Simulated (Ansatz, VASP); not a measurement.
Be5ZnSe6 in VASP and in Ansatz

```
Be Zn Se
1.0
     6.43503    0.00000    0.00000
    -3.21752    5.57290    0.00000
     0.00000    0.00000    6.11843
Be Zn Se
5 1 6
Direct
  0.66003 0.00000 0.00543
  0.33997 0.33997 0.00543
  0.00000 0.66003 0.00543
  0.66667 0.33333 0.50461
  0.33333 0.66667 0.50461
  0.00000 0.00000 0.50764
  0.64182 0.00000 0.37294
  0.35818 0.35818 0.37294
  0.00000 0.64182 0.37294
  0.00000 0.00000 0.90810
  0.66667 0.33333 0.87497
  0.33333 0.66667 0.87497
```

Alike in both runs: functional PBE; k mesh 6 × 6 × 4; occupations gaussian, width 0.02 eV; no spin polarisation.

Ansatz relaxed the structure, and its values are those at the end. VASP's run is a single point on that final structure, the one shown.

```csv
,VASP,Ansatz
version,VASP 6.6.1,Ansatz 0.2.0
potentials or method,"VASP PAW PBE potentials, release 64 (Be, Zn, Se), cutoff 520 eV","scalar-relativistic, plane waves, PAW"
valence electrons in the cell,58,118
```

```csv
,VASP,Ansatz,Ansatz less VASP
gap on the k mesh at the Fermi level (eV),2.97,2.97,+0.008
least direct gap on the mesh (eV),3.27,3.27,+0.002
pressure (GPa),0.2,0.0,-0.19
rms of the force components (eV/Å),0.003,0.001,-0.0024
```

VASP's potentials hold 58 valence electrons a cell and Ansatz's 118, so a difference there can come from the potentials and not from the codes.
